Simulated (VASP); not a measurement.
Runs of VASP 6.6.1 on Ta. The structure is that of space group Im-3m (No. 229), or close to it. The cells are those of the table. 

```tsv
cell	gap on the mesh (eV)	pressure (GPa)
a = 2.898 Å, angles 109.5°, 1 atom	none	-9.9
a = 2.782 Å, angles 109.5°, 1 atom	none	(a)
a = 2.934 Å, angles 109.5°, 1 atom	none	-16.1
a = 2.860 Å, angles 109.5°, 1 atom	none	-2.4
a = 2.821 Å, angles 109.5°, 1 atom	none	(b)
```

Alike in all rows: task single point; level PBEsol; potentials or basis VASP PAW PBE potentials, release 64 (Ta_pv); no spin polarisation; k mesh 10 × 10 × 10; cutoff (eV) 520; smearing methfessel-paxton 0.3 eV.

Task: Estimate the missing entries.

Result: (a) 17.4; (b) 6.7.

Caveats: the PAW data sets were made with another functional, which shifts forces and pressure a little; spin-orbit coupling is left out, which moves the levels of the heavy elements.

A k mesh can miss the band edges, and the runs leave out spin-orbit coupling on Ta.

A gap of «none» marks levels without a gap at the run's occupations.
